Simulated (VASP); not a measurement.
AlNi:

```xyz
2
Lattice="2.8931 0.0000 0.0000 0.0000 2.8931 0.0000 0.0000 0.0000 2.8931" Properties=species:S:1:pos:R:3 pbc="T T T"
Al    0.0000    0.0000    0.0000
Ni    1.4465    1.4465    1.4465
```

* Program: VASP 6.6.1
* Task: relaxation of cell and atoms
* Functional: PBE
* Dispersion: D3(BJ)
* Potentials or basis: VASP PAW PBE potentials, release 64 (Al, Ni)
* Cutoff: 600 eV
* k mesh: 14 × 14 × 14
* Occupations: gaussian, width 0.1 eV
* Spin: no spin polarisation

At the start: pressure -6.0 GPa; volume 12.11 Å³/atom.

How do energy, volume and symmetry change on relaxing?

Over 3 steps the energy falls by 8.7 meV/atom and the volume is 11.66 Å³/atom (-3.7 %); space group Pm-3m (No. 221, to 0.05 Å).

The path:
| step | energy change (eV) | largest force (eV/Å) | pressure (GPa) | volume (Å³) |
| --- | --- | --- | --- | --- |
| 1 | 0.0000 | 0.0000 | -5.97 | 24.21 |
| 2 | -0.0071 | 0.0000 | 5.15 | 22.67 |
| 3 | -0.0174 | 0.0000 | -0.04 | 23.32 |

Final structure:
```cif
data_structure
_symmetry_space_group_name_H-M 'P 1'
_symmetry_Int_Tables_number 1
_cell_length_a 2.8571
_cell_length_b 2.8571
_cell_length_c 2.8571
_cell_angle_alpha 90.000
_cell_angle_beta 90.000
_cell_angle_gamma 90.000
_cell_volume 23.32
loop_
_atom_site_label
_atom_site_type_symbol
_atom_site_fract_x
_atom_site_fract_y
_atom_site_fract_z
_atom_site_occupancy
Al1 Al 0.00000 0.00000 0.00000 1
Ni1 Ni 0.50000 0.50000 0.50000 1
```

Caveat: pairwise dispersion overbinds metals, which lowers pressure and volume.
